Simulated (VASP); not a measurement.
# Bi2Te2O3 (P-3m1) in VASP: single point with PBE

Aim: the single point of Bi2Te2O3 with PBE.

All numbers are computed with VASP 6.6.1; they aren't measurements. Logs are shortened: lines on timing, memory, paths and dates and some standing lists are left out, and cuts for length are marked.

## 1. The cell of the first run

The structure is trigonal, space group P-3m1 (No. 164). The conventional cell has a = 3.599 Å, b = 3.599 Å, c = 14.159 Å, α = 90.00°, β = 90.00°, γ = 120.00°. Bi (site symmetry 3m) has 6 O at 2.30 to 2.62 Å within 3.0 Å. Te (site symmetry 3m) has 7 Te at 2.74 to 3.60 Å within 3.6 Å. Within 3.0 Å of O (site symmetry 3m) lie 3 Bi at 2.30 Å. O (site symmetry -3m) has 6 Bi at 2.62 Å and 6 O at 3.32 Å within 3.5 Å.

## 2. Single point, PBE

INCAR

```
SYSTEM = Bi2Te2O3
PREC     = Accurate       ! precision mode
ENCUT    = 520            ! plane-wave cutoff, eV
EDIFF    = 1E-6           ! SCF threshold, eV
ISMEAR   = 0              ! smearing method
SIGMA    = 0.15           ! smearing width, eV
LREAL    = .FALSE.        ! projectors in reciprocal space
LASPH    = .TRUE.         ! aspherical terms in the spheres
NELM     = 60             ! most SCF steps
ALGO     = Normal         ! electronic algorithm
ISIF     = 2              ! what is computed and relaxed
LWAVE    = .FALSE.        ! write WAVECAR
LCHARG   = .FALSE.        ! write CHGCAR
GGA      = PE             ! functional
NBANDS   = 39             ! bands
```

KPOINTS

```
regular mesh
0
G
  4 4 1
  0 0 0
```

POSCAR

```
Bi2Te2O3
1.0
    3.5985620861      0.0000000000      0.0000000000
   -1.7992810431      3.1164461837      0.0000000000
    0.0000000000      0.0000000000     14.1592643961
Bi Te O
2 2 3
Direct
    0.3333333333      0.6666666667      0.1128731776
    0.6666666667      0.3333333333      0.8871268224
    0.0000000000      0.0000000000      0.4034109954
    0.0000000000      0.0000000000      0.5965890046
    0.6666666667      0.3333333333      0.1826215001
    0.3333333333      0.6666666667      0.8173784999
    0.0000000000      0.0000000000      0.0000000000
```

Potentials or basis: VASP PAW PBE potentials, release 64 (Bi_d, Te, O).

Started as:

```bash
$ cat potpaw_PBE.64/Bi_d/POTCAR potpaw_PBE.64/Te/POTCAR potpaw_PBE.64/O/POTCAR > POTCAR
$ mpirun -np 1 vasp_std > vasp.out
```

OUTCAR:

```text
SYSTEM = Bi2Te2O3
   PREC = Accurate
   ENCUT = 520
   EDIFF = 1E-6
   ISMEAR = 0
   LREAL = .FALSE.
   LASPH = .TRUE.
   NELM = 60
   ISIF = 2
   GGA = PE

 ion  position               nearest neighbor table
   1  0.333  0.667  0.113-   5 2.30   5 2.30   5 2.30   7 2.62   7 2.62   7 2.62   2 3.81   2 3.81
                             2 3.81
   2  0.667  0.333  0.887-   6 2.30   6 2.30   6 2.30   7 2.62   7 2.62   7 2.62   1 3.81   1 3.81
                             1 3.81
   3  0.000  0.000  0.403-   4 2.74
   4  0.000  0.000  0.597-   3 2.74
   5  0.667  0.333  0.183-   1 2.30   1 2.30   1 2.30
   6  0.333  0.667  0.817-   2 2.30   2 2.30   2 2.30
   7  0.000  0.000  0.000-   1 2.62   2 2.62   2 2.62   1 2.62   2 2.62   1 2.62

  LATTYP: Found a hexagonal cell.
 ALAT       =     3.5985620861
 C/A-ratio  =     3.9347005991

  Lattice vectors:

 A1 = (   3.5985620861,   0.0000000000,   0.0000000000)
 A2 = (  -1.7992810431,   3.1164461837,   0.0000000000)
 A3 = (   0.0000000000,   0.0000000000,  14.1592643961)

Analysis of symmetry for initial positions (statically):
=====================================================================
 Subroutine PRICEL returns:
 Original cell was already a primitive cell.

 Routine SETGRP: Setting up the symmetry group for a
 hexagonal supercell.

 Subroutine GETGRP returns: Found 12 space group operations
 (whereof 12 operations were pure point group operations)
 out of a pool of 24 trial point group operations.

The static configuration has the point symmetry D_3d.

Analysis of symmetry for dynamics (positions and initial velocities):
=====================================================================
 Subroutine PRICEL returns:
 Original cell was already a primitive cell.

 Routine SETGRP: Setting up the symmetry group for a
 hexagonal supercell.

 Subroutine GETGRP returns: Found 12 space group operations
 (whereof 12 operations were pure point group operations)
 out of a pool of 24 trial point group operations.

The dynamic configuration has the point symmetry D_3d.

 Subroutine INISYM returns: Found 12 space group operations
 (whereof 12 operations are pure point group operations),
 and found     1 'primitive' translations

----------------------------------------------------------------------------------------

                                     Primitive cell

  volume of cell :     158.7923

  direct lattice vectors                    reciprocal lattice vectors
     3.598562086  0.000000000  0.000000000     0.277888772  0.160439157  0.000000000
    -1.799281043  3.116446184  0.000000000     0.000000000  0.320878315  0.000000000
     0.000000000  0.000000000 14.159264396     0.000000000  0.000000000  0.070625138

  length of vectors
     3.598562086  3.598562086 14.159264396     0.320878315  0.320878315  0.070625138

  position of ions in fractional coordinates (direct lattice)
     0.333333333  0.666666667  0.112873178
     0.666666667  0.333333333  0.887126822
     0.000000000  0.000000000  0.403410995
     0.000000000  0.000000000  0.596589005
     0.666666667  0.333333333  0.182621500
     0.333333333  0.666666667  0.817378500
     0.000000000  0.000000000  0.000000000

  ion indices of the primitive-cell ions
   primitive index   ion index
                 1           1
                 2           2
                 3           3
                 4           4
                 5           5
                 6           6
                 7           7

----------------------------------------------------------------------------------------

 KPOINTS: regular mesh

Automatic generation of k-mesh.
 Grid dimensions read from file:
 generate k-points for:    4    4    1

 Generating k-lattice:

  Cartesian coordinates                     Fractional coordinates (reciprocal lattice)
     0.069472193  0.040109789  0.000000000     0.250000000 -0.000000000  0.000000000
     0.000000000  0.080219579  0.000000000     0.000000000  0.250000000  0.000000000
     0.000000000  0.000000000  0.070625138     0.000000000  0.000000000  1.000000000

  Length of vectors
     0.080219579  0.080219579  0.070625138

  Shift w.r.t. Gamma in fractional coordinates (k-lattice)
     0.000000000  0.000000000  0.000000000

 Subroutine IBZKPT returns following result:
 ===========================================

 Found      4 irreducible k-points:

 Following reciprocal coordinates:
            Coordinates               Weight
  0.000000  0.000000  0.000000      1.000000
  0.250000  0.000000  0.000000      6.000000
  0.500000  0.000000  0.000000      3.000000
  0.250000  0.250000  0.000000      6.000000
   k-points           NKPTS =      4   k-points in BZ     NKDIM =      4   number of bands    NBANDS=     39
   number of dos      NEDOS =    301   number of ions     NIONS =      7
   total plane-waves  NPLWV =  84672
   dimension x,y,z NGX =    28 NGY =   28 NGZ =  108
   dimension x,y,z NGXF=    56 NGYF=   56 NGZF=  216
   ions per type =               2   2   3
   NGX,Y,Z   is equivalent  to a cutoff of  12.94, 12.94, 12.68 a.u.
   NGXF,Y,Z  is equivalent  to a cutoff of  25.87, 25.87, 25.36 a.u.
 SYSTEM =  Bi2Te2O3
   PREC   = accura    normal or accurate (medium, high low for compatibility)
   ISTART =      0    job   : 0-new  1-cont  2-samecut
   ICHARG =      2    charge: 1-file 2-atom 10-const
   ISPIN  =      1    spin polarized calculation?
   LNONCOLLINEAR =      F non collinear calculations
   LSORBIT =      F    spin-orbit coupling
   LASPH  =      T    aspherical Exc in radial PAW
   ENCUT  =  520.0 eV  38.22 Ry    6.18 a.u.   6.69  6.69 26.33*2*pi/ulx,y,z
   NELM   =     60;   NELMIN=  2; NELMDL= -5     # of ELM steps
   EDIFF  = 0.1E-05   stopping-criterion for ELM
   LREAL  =      F    real-space projection
   EDIFFG = 0.1E-04   stopping-criterion for IOM
   NSW    =      0    number of steps for IOM
   IBRION =     -1    ionic relax: 0-MD 1-quasi-New 2-CG
   NFREE  =      0    steps in history (QN), initial steepest desc. (CG)
   ISIF   =      2    stress and relaxation
   ISYM   =      2    0-nonsym 1-usesym 2-fastsym
   POTIM  = 0.5000    time-step for ionic-motion
   TEBEG  =    0.0;   TEEND  =   0.0 temperature during run
   PSTRESS=    0.0 pullay stress
   NELECT =      60.0000    total number of electrons
   NUPDOWN=      -1.0000    fix difference up-down
   EMIN   =  10.00;   EMAX   =-10.00  energy-range for DOS
   EFERMI =   0.00;   METHOD = LEGACY
   ISMEAR =     0;   SIGMA  =   0.15  broadening in eV -4-tet -1-fermi 0-gaus
   EFERMI_NEDOS =   21; number of points for ismear=-14 and -15
   IALGO  =     38    algorithm
   IMIX   =      4    mixing-type and parameters
     AMIX     =   0.40;   BMIX     =  1.00
     AMIX_MAG =   1.60;   BMIX_MAG =  1.00
  volume/ion in A,a.u.               =      22.68       153.08
  Fermi-wavevector in a.u.,A,eV,Ry     =   1.183538  2.236562 19.058521  1.400762
  Thomas-Fermi vector in A             =   2.319770
   LORBIT       =      0    0 simple, 1 ext, 2 COOP (PROOUT), +10 PAW based schemes
   GGA     = PE    functional components
   LHFCALC =     F    Hartree Fock is set to
   AEXX    =    0.0000 exact exchange contribution
   IVDW    =     0    specifies the selected vdW correction
   LEPSILON=     F    determine dielectric tensor
   LRPA    =     F    only Hartree local field effects (RPA)
 non-spin polarized calculation
 Gauss-broadening in eV      SIGMA  =   0.15
  energy-cutoff  :      520.00
  volume of cell :      158.79
 maximum number of plane-waves:      4325
 NGX is ok and might be reduce to    28
   NGX = 13   NGY = 13   NGZ = 53

 number of electron      60.0000001 magnetization

 Free energy of the ion-electron system (eV)
  ---------------------------------------------------
  ext. energy  EPLUGINS =         0.00000000
  ---------------------------------------------------
  free energy    TOTEN  =       -33.53937490 eV

  energy without entropy =      -33.50883650  energy(sigma->0) =      -33.52410570

 E-fermi :   6.0860     XC(G=0):  -9.5638

 val. band max:        5.4787122464   @ k =   0.5000   0.0000   0.0000
 cond. band min:       6.1344561864   @ k =   0.2500   0.0000   0.0000
 fundamental gap:      0.6557439399
 Fermi energy:         6.0859601097

 k-point     1 :       0.0000    0.0000    0.0000
  band No.  band energies     occupation
      1     -17.7761      2.00000
      2     -17.7707      2.00000
      3     -17.7051      2.00000
      4     -17.7051      2.00000
      5     -17.7007      2.00000
      6     -17.7007      2.00000
[... 31 lines left out ...]
     38      10.8440      0.00000
     39      11.9150      0.00000

 k-point     2 :       0.2500    0.0000    0.0000
  band No.  band energies     occupation
      1     -17.8141      2.00000
      2     -17.7936      2.00000
      3     -17.7169      2.00000
      4     -17.7010      2.00000
      5     -17.6867      2.00000
      6     -17.6673      2.00000
[... 31 lines left out ...]
     38      10.9436      0.00000
     39      11.8487      0.00000

 k-point     3 :       0.5000    0.0000    0.0000
  band No.  band energies     occupation
      1     -17.9036      2.00000
      2     -17.8605      2.00000
      3     -17.7438      2.00000
      4     -17.7037      2.00000
      5     -17.6792      2.00000
      6     -17.6586      2.00000
[... 31 lines left out ...]
     38      10.6102      0.00000
     39      10.8646      0.00000

 k-point     4 :       0.2500    0.2500    0.0000
  band No.  band energies     occupation
      1     -17.8413      2.00000
      2     -17.8246      2.00000
      3     -17.7192      2.00000
      4     -17.7050      2.00000
      5     -17.6933      2.00000
      6     -17.6706      2.00000
[... 31 lines left out ...]
     38      10.2466      0.00000
     39      11.2643      0.00000

------------------------ aborting loop because EDIFF is reached ----------------------------------------

  FORCE on cell =-STRESS in cart. coord.  units (eV):
  Direction    XX          YY          ZZ          XY          YZ          ZX
  --------------------------------------------------------------------------------------
  -------------------------------------------------------------------------------------
  Total        0.0751174      0.0751174      0.3607579     -0.0000000      0.0000000      0.0000000
  in kB        0.7579171      0.7579171      3.6399642     -0.0000000      0.0000000      0.0000000
  external PRESSURE =       1.7185995 kB  Pullay stress =       0.0000000 kB

 VOLUME and BASIS-vectors are now :
 -----------------------------------------------------------------------------
  energy-cutoff  :      520.00
  volume of cell :      158.79
      direct lattice vectors                 reciprocal lattice vectors
     3.598562086  0.000000000  0.000000000     0.277888772  0.160439157  0.000000000
    -1.799281043  3.116446184  0.000000000     0.000000000  0.320878315  0.000000000
     0.000000000  0.000000000 14.159264396     0.000000000  0.000000000  0.070625138

 POSITION                                       TOTAL-FORCE (eV/Angst)
 -----------------------------------------------------------------------------------
     -0.00000      2.07763      1.59820         0.000000      0.000000     -0.016282
      1.79928      1.03882     12.56106        -0.000000      0.000000      0.016282
      0.00000      0.00000      5.71200         0.000000     -0.000000      0.049320
      0.00000      0.00000      8.44726        -0.000000      0.000000     -0.049320
      1.79928      1.03882      2.58579         0.000000     -0.000000     -0.006095
     -0.00000      2.07763     11.57348        -0.000000      0.000000      0.006095
      0.00000      0.00000      0.00000        -0.000000      0.000000      0.000000
 -----------------------------------------------------------------------------------
    total drift:                               -0.000000      0.000000      0.000000

  FREE ENERGIE OF THE ION-ELECTRON SYSTEM (eV)
  ---------------------------------------------------
  free  energy   TOTEN  =       -33.5393749049 eV

  energy  without entropy=      -33.5088365027  energy(sigma->0) =      -33.52410570
```

Wall time 43 s (1 thread of AMD EPYC 7R43 (Zen 3), shared host); peak memory 0.23 GiB.

What came out:

- Free energy: -33.5394 eV
- Pressure: 0.2 GPa
- Largest force: 0.049 eV/Å
- Band gap on the k mesh: zero (band 30 reaches 7.00 eV, above the bottom of band 31 at 5.40 eV)

Forces on the atoms (eV/Å):
```
Bi   0.000  0.000 -0.016
Bi   0.000  0.000  0.016
Te   0.000  0.000  0.049
Te   0.000  0.000 -0.049
O    0.000  0.000 -0.006
O    0.000  0.000  0.006
O    0.000  0.000  0.000
```

Stress tensor (GPa, compression positive):
```
0.08 0.00 0.00
0.00 0.08 0.00
0.00 0.00 0.36
```

Levels at points of the mesh, in eV from the Fermi level:
```tsv
k point	band 26	band 27	band 28	band 29	band 30	band 31	band 32	band 33
(0.00, 0.00, 0.00)	-2.82	-2.62	-0.78	0.71	0.92	0.92	2.51	2.51
(0.50, 0.00, 0.00)	-3.16	-3.05	-2.68	-1.54	-0.61	0.22	0.99	2.02
```

Caveat: the k points lie up to 0.50 Å⁻¹ apart; spin-orbit coupling is left out, which moves the levels of the heavy elements; this functional lacks dispersion, which binds the layers, so the pressure and a relaxed spacing across them are unreliable.
